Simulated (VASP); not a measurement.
Wanted: the native input for a VASP 6.6.1 run.

```yaml
Task: electric field gradients
Functional: PBE
Potentials_or_basis: VASP PAW PBE potentials, release 64 (Hf_pv, O)
Cutoff: 520 eV
k_mesh: 9 × 9 × 9
Occupations: fermi-dirac, width 0.01 eV
Spin: no spin polarisation
Dipole_correction: no
Further_INCAR_settings: ALGO = Normal; EDIFF = 1e-08; NBANDS = 18
```

The structure of HfO2 lies in POSCAR:

```
HfO2
1.0
    0.0000000000      2.5575000000      2.5830750000
    2.5575000000      0.0000000000      2.5830750000
    2.5575000000      2.5575000000      0.0000000000
Hf O
1 2
Direct
    0.0000000000      0.0000000000      0.0000000000
    0.2500000000      0.2500000000      0.2500000000
    0.7500000000      0.7500000000      0.7500000000
```

This cell differs from its parent crystal: zz strain of +1 %.

These files were run (other wordings do the same):

INCAR

```
SYSTEM = HfO2
ALGO = Normal
EDIFF = 1E-8
ENCUT = 520
GGA = PE
ISIF = 2
ISMEAR = -1
LASPH = .True.
LCHARG = .False.
LEFG = .True.
LREAL = .False.
LWAVE = .False.
NBANDS = 18
NELM = 60
PREC = Accurate
SIGMA = 0.01
```

KPOINTS

```
k-points
0
Gamma
  9 9 9
  0 0 0
```

Potentials or basis: VASP PAW PBE potentials, release 64 (Hf_pv, O).

Command:

```sh
$ cat potpaw_PBE.64/Hf_pv/POTCAR potpaw_PBE.64/O/POTCAR > POTCAR
$ mpirun -np 1 vasp_std > vasp.out
```

Results of the run:

```yaml
Pressure: -8.2 GPa
Band_gap_on_the_k_mesh: 3.75 eV (least direct gap 3.88 eV)
Largest_electric_field_gradient_by_atom: Hf -9.4; O +3.5 V/Å²
```

Caveat: the cell differs from its parent crystal (zz strain of +1 %); the cell stands under tension; without QUAD_EFG the Cq values of the log hold for a quadrupole moment of 1 mb, not for the nuclei; spin-orbit coupling is left out, which moves the levels of the heavy elements; an odd mesh through Γ misses points on the zone boundary, where band edges can lie.

Wall time 110 s on 1 thread of Intel Xeon 8259CL (shared host), peak memory 0.19 GiB.
